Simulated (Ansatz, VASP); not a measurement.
## Hf in VASP and in Ansatz

File INCAR:

```
SYSTEM = Hf
  PREC = Accurate
  ENCUT = 520
  EDIFF = 1E-6
  ISMEAR = 0
  SIGMA = 0.05
  LREAL = .FALSE.
  LASPH = .TRUE.
  NELM = 100
  ALGO = Fast
  ISIF = 2
  LWAVE = .FALSE.
  LCHARG = .FALSE.
  GGA = PE
  NBANDS = 17
```

The input KPOINTS:

```
regular mesh
0
G
  10 10 5
  0 0 0
```

File POSCAR:

```
Hf
1.0
    3.1967000000      0.0000000000      0.0000000000
   -1.5983500000      2.7684234083      0.0000000000
    0.0000000000      0.0000000000      5.0578000000
Hf
2
Direct
    0.6666666667      0.3333333333      0.7500000000
    0.3333333333      0.6666666667      0.2500000000
```

input.yaml

```yaml
crystal:
  lattice:
    - [3.1967, 0.0, 0.0]
    - [-1.59835, 2.7684234083, 0.0]
    - [0.0, 0.0, 5.0578]
  atoms:
    - { symbol: Hf, position: [0.6666666667, 0.3333333333, 0.75] }
    - { symbol: Hf, position: [0.3333333333, 0.6666666667, 0.25] }
kpoints:
  mp_grid: { grid: [10, 10, 5] }
scf:
  occupations: { method: gaussian, width: 0.05 }
hamiltonian:
  xc: pbe
  pseudopotentials: { kind: all_electron, lapw: { basis_error: 0.001 } }
output:
  forces: true
  stress: true
  eigenvalues: true
```

Alike in both runs: task single point; functional PBE; k mesh 10 × 10 × 5; occupations gaussian, width 0.05 eV; no spin polarisation.

|  | VASP | Ansatz |
| --- | --- | --- |
| version | VASP 6.6.1 | Ansatz 0.2.0 |
| potentials or method | VASP PAW PBE potentials, release 64 (Hf_pv), cutoff 520 eV | all-electron LAPW, scalar-relativistic |

Ansatz gave:

* gap on the k mesh at the Fermi level (eV): none
* pressure (GPa): 0.6
* traceless stress, the component that is largest in VASP (GPa): -0.25

Question: What did VASP give for the same quantities?

Answer: gap on the k mesh at the Fermi level (eV): none; pressure (GPa): 0.3; traceless stress, the component that is largest in VASP (GPa): -0.32.

A gap of «none» marks a metal or a gap that the smearing closes. Ansatz ran all-electron here, and VASP with PAW potentials.

Neither program's run includes spin-orbit coupling.
